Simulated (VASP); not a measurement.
**V: single point with PBE**

V:

```
V
1.0
     2.66376    0.00000    0.00000
    -1.33188    2.30688    0.00000
     0.00000    0.00000    4.77985
V
2
Direct
  0.33333 0.66667 0.25000
  0.66667 0.33333 0.75000
```

This cell differs from its parent crystal: volume scaled by 1.06.

```yaml
Program: VASP 6.6.1
Task: single point
Functional: PBE
Potentials_or_basis: VASP PAW PBE potentials, release 64 (V_sv)
Cutoff: 520 eV
k_mesh: 18 × 18 × 10
Occupations: fermi-dirac, width 0.08 eV
Spin: collinear spin, ferromagnetic start
Starting_moments: "[1.5, 1.5] μB"
Dipole_correction: no
Further_INCAR_settings: ALGO = Normal; EDIFF = 1e-07; NBANDS = 24
```

```json
{
 "Pressure": "-8.8 GPa",
 "Band gap on the k mesh": "zero (filled and empty bands overlap)",
 "Net moment": "0.00 μB per cell",
 "Valence electrons inside the program's atomic spheres": "V 11.53"
}
```

Stress tensor (GPa, compression positive):
```
-8.85  0.00  0.00
 0.00 -8.85  0.00
 0.00  0.00 -8.67
```

Levels at points of the mesh, in eV from the Fermi level:
Spin up:
| k point | band 9 | band 10 | band 11 | band 12 | band 13 | band 14 | band 15 | band 16 | band 17 | band 18 |
| --- | --- | --- | --- | --- | --- | --- | --- | --- | --- | --- |
| (0.00, 0.00, 0.00) | -6.70 | -3.28 | -0.46 | -0.23 | 0.31 | 0.31 | 0.61 | 0.61 | 1.66 | 1.66 |
| (0.50, 0.00, 0.00) | -2.72 | -2.71 | -2.48 | -0.29 | -0.28 | 0.29 | 0.55 | 2.75 | 3.20 | 3.31 |
| (0.00, 0.00, 0.50) | -4.99 | -4.99 | -0.91 | -0.91 | 0.34 | 0.34 | 0.34 | 0.34 | 2.30 | 2.30 |
| (0.50, 0.00, 0.50) | -3.04 | -3.04 | -1.63 | -1.63 | 1.45 | 1.45 | 1.52 | 1.52 | 3.26 | 3.26 |
Spin down:
| k point | band 9 | band 10 | band 11 | band 12 | band 13 | band 14 | band 15 | band 16 | band 17 | band 18 |
| --- | --- | --- | --- | --- | --- | --- | --- | --- | --- | --- |
| (0.00, 0.00, 0.00) | -6.70 | -3.28 | -0.46 | -0.23 | 0.31 | 0.31 | 0.61 | 0.61 | 1.66 | 1.66 |
| (0.50, 0.00, 0.00) | -2.72 | -2.71 | -2.48 | -0.29 | -0.28 | 0.29 | 0.55 | 2.75 | 3.20 | 3.31 |
| (0.00, 0.00, 0.50) | -4.99 | -4.99 | -0.91 | -0.91 | 0.34 | 0.34 | 0.34 | 0.34 | 2.30 | 2.30 |
| (0.50, 0.00, 0.50) | -3.04 | -3.04 | -1.63 | -1.63 | 1.45 | 1.45 | 1.52 | 1.52 | 3.26 | 3.26 |

Wall time 3.7 min on 1 thread of Intel Xeon 6975P-C, with other jobs on the host, peak memory 0.31 GiB.
